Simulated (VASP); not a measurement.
NbAs:

```
Nb As
1.0
     0.00000    2.63777    2.63777
     2.63777    0.00000    2.63777
     2.63777    2.63777    0.00000
Nb As
1 1
Direct
  0.50000 0.50000 0.50000
  0.00000 0.00000 0.00000
```

Base run:

| Property | Result |
| --- | --- |
| Program | VASP 6.6.1 |
| Functional | PBEsol |
| Potentials or basis | VASP PAW PBE potentials, release 64 (Nb_sv, As) |
| Cutoff | 520 eV |
| k mesh | 12 × 12 × 12 |
| Occupations | gaussian, width 0.05 eV |
| Spin | no spin polarisation |

Its results: band gap on the k mesh zero (band 9 reaches 10.14 eV, above the bottom of band 10 at 8.28 eV); pressure -5.2 GPa.

The run is repeated on the same cell with these changes: functional from PBEsol to revPBE. What comes out?

Band gap on the k mesh zero (band 9 reaches 10.35 eV, above the bottom of band 10 at 8.49 eV); pressure 1.6 GPa.

revPBE binds less tightly than PBEsol, so the same cell stands under more pressure.

Caveats: the PAW data sets were made with another functional, which shifts forces and pressure a little.
